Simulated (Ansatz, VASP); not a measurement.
**SrCl2: VASP beside Ansatz**

```
CELL_PARAMETERS angstrom
3.29579 3.29579 0.00000
-3.29579 3.29579 0.00000
0.00000 3.29579 3.29579
ATOMIC_POSITIONS crystal
Sr 0.00000 0.00000 0.00000
Cl 0.25000 0.75000 0.50000
Cl 0.75000 0.25000 0.50000
```

Alike in both runs: task single point; functional r2SCAN; k mesh 6 × 6 × 6; no spin polarisation.

|  | VASP | Ansatz |
| --- | --- | --- |
| version | VASP 6.6.1 | Ansatz 0.2.0 |
| potentials or method | VASP PAW PBE potentials, release 64 (Sr_sv, Cl) | PAW with Ansatz's default frozen-core files, scalar-relativistic |
| plane-wave cutoff (eV) | 520 | 500 |
| occupations | gaussian, width 0.01 eV | fixed |
| valence electrons in the cell | 24 | 24 |

Ansatz gave:

```
gap on the k mesh at the Fermi level (eV) : 5.83
pressure (GPa)                            : 10.0
```

What did VASP give for the same quantities?

gap on the k mesh at the Fermi level (eV): 5.83; pressure (GPa): 10.1.

VASP's potentials were made for PBE, not for r2SCAN.
